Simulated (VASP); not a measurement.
The system is CuO (Tenorite).

```xyz
4
Lattice="2.3418 -1.7113 0.0000 2.3418 1.7113 0.0000 -0.8500 0.0000 5.0579" Properties=species:S:1:pos:R:3 pbc="T T T"
Cu    0.7459   -0.8557    2.5289
Cu    1.1709    0.8557    0.0000
O     1.7043    0.2793    3.7934
O     2.1293   -0.2793    1.2645
```

Base run:

```yaml
Program: VASP 6.6.1
Functional: SVWN5
Potentials_or_basis: VASP PAW PBE potentials, release 64 (Cu, O)
Cutoff: 520 eV
k_mesh: 10 × 10 × 5
Occupations: fermi-dirac, width 0.05 eV
Spin: no spin polarisation
```

Its results: band gap on the k mesh zero (band 17 reaches 5.52 eV, above the bottom of band 18 at 4.91 eV); pressure -9.0 GPa; largest force 0.434 eV/Å.

The run is repeated on the same cell with these changes: functional from SVWN5 to BLYP. What comes out?

Band gap on the k mesh zero (band 17 reaches 6.31 eV, above the bottom of band 18 at 5.72 eV); pressure 13.4 GPa; largest force 0.175 eV/Å.

BLYP binds less tightly than SVWN5, so the same cell stands under more pressure.

Caveats: the PAW data sets were made with another functional, which shifts forces and pressure a little; semilocal functionals often make such compounds metallic where correlation or magnetic order opens a gap, which also shifts bond lengths.
